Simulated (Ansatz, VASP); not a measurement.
**Ga in VASP and in Ansatz**

File INCAR:

```
SYSTEM = Ga
ALGO = Normal
EDIFF = 1E-6
ENCUT = 520
GGA = CA
ISIF = 2
ISMEAR = -1
LASPH = .True.
LCHARG = .False.
LREAL = .False.
LWAVE = .False.
NBANDS = 12
NELM = 100
PREC = Accurate
SIGMA = 0.05
```

File KPOINTS:

```
k-points
0
Gamma
  16 16 16
  0 0 0
```

POSCAR

```
Ga
1.0
   -1.6321008469      1.6321008469      1.6321008469
    1.6321008469     -1.6321008469      1.6321008469
    1.6321008469      1.6321008469     -1.6321008469
Ga
1
Direct
    0.0000000000      0.0000000000      0.0000000000
```

Input for Ansatz:

```yaml
crystal:
  lattice:
    - [-1.6321008469, 1.6321008469, 1.6321008469]
    - [1.6321008469, -1.6321008469, 1.6321008469]
    - [1.6321008469, 1.6321008469, -1.6321008469]
  atoms:
    - { symbol: Ga, position: [0.0, 0.0, 0.0] }
kpoints:
  mp_grid: { grid: [16, 16, 16] }
  band_path:
    path:
      - [0.0, 0.0, 0.0]
      - [0.5, -0.5, 0.5]
      - [0.0, 0.0, 0.5]
      - [0.0, 0.0, 0.0]
      - [0.25, 0.25, 0.25]
      - [0.5, -0.5, 0.5]
      - [0.25, 0.25, 0.25]
      - [0.0, 0.0, 0.5]
    npoints: 14
scf:
  occupations: { method: fermi_dirac, width: 0.05 }
hamiltonian:
  xc: lda
  pseudopotentials: { kind: all_electron, lapw: { basis_error: 0.001 } }
output:
  forces: true
  stress: true
  eigenvalues: true
  populations: true
  dos: { projected: true, de: 0.2, e_range: [-14, 8] }
```

Alike in both runs: task single point; functional LDA; k mesh 16 × 16 × 16; occupations fermi-dirac, width 0.05 eV; no spin polarisation.

|  | VASP | Ansatz |
| --- | --- | --- |
| version | VASP 6.6.1 | Ansatz 0.2.0 |
| potentials or method | VASP PAW LDA potentials, release 64 (Ga_d), cutoff 520 eV | all-electron LAPW, scalar-relativistic |

VASP gave:

```
pressure (GPa) : 0.1
```

**Question.** Which values does Ansatz return?

**Answer.** Pressure (GPa): 0.0.

LDA's correlation is that of Perdew and Zunger in VASP and of Perdew and Wang (1992) in Ansatz. Ansatz ran all-electron here, and VASP with PAW potentials.
